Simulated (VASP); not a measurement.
Input of a VASP 6.6.1 run:

File INCAR:

```
SYSTEM = Cu
  PREC = Accurate
  ENCUT = 600
  EDIFF = 1E-6
  ISMEAR = 0
  SIGMA = 0.02
  LREAL = .FALSE.
  LASPH = .TRUE.
  NELM = 120
  ALGO = Normal
  ISIF = 2
  LWAVE = .FALSE.
  LCHARG = .FALSE.
  GGA = PE
  NBANDS = 12
  GGA_COMPAT = .FALSE.
```

File KPOINTS:

```
Automatic mesh
0
G
  13 13 13
  0 0 0
```

The input POSCAR:

```
Cu
1.0
    0.0000000000      1.8075000000      1.8075000000
    1.8075000000      0.0000000000      1.8075000000
    1.8075000000      1.8075000000      0.0000000000
Cu
1
Direct
    0.0000000000      0.0000000000      0.0000000000
```

Potentials or basis: VASP PAW PBE potentials, release 64 (Cu).

The run is started by

```console
$ cat potpaw_PBE.64/Cu/POTCAR > POTCAR
$ mpirun -np 1 vasp_std > vasp.out
```

Q: Estimate the pressure.

A: 2.3 GPa.
